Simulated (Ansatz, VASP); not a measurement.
## One calculation of Sb, two programs

```
Sb
1.0
     3.36900    0.00000    0.00000
    -1.68450    2.91764    0.00000
     0.00000    0.00000    5.43660
Sb
2
Direct
  0.33333 0.66667 0.25000
  0.66667 0.33333 0.75000
```

Change from the starting cell: zz strain of +2 %.

Alike in both runs: task single point; functional LDA; k mesh 12 × 12 × 7; occupations fermi-dirac, width 0.03 eV; no spin polarisation.

|  | VASP | Ansatz |
| --- | --- | --- |
| version | VASP 6.6.1 | Ansatz 0.2.0 |
| potentials or method | VASP PAW LDA potentials, release 64 (Sb), cutoff 520 eV | all-electron LAPW, scalar-relativistic |

|  | VASP | Ansatz | Ansatz less VASP |
| --- | --- | --- | --- |
| pressure (GPa) | -2.5 | -2.6 | -0.07 |
| traceless stress, the component that is largest in VASP (GPa) | -0.70 | -0.69 | +0.011 |

LDA's correlation is that of Perdew and Zunger in VASP and of Perdew and Wang (1992) in Ansatz. Ansatz ran all-electron here, and VASP with PAW potentials.

Spin-orbit coupling is off throughout.
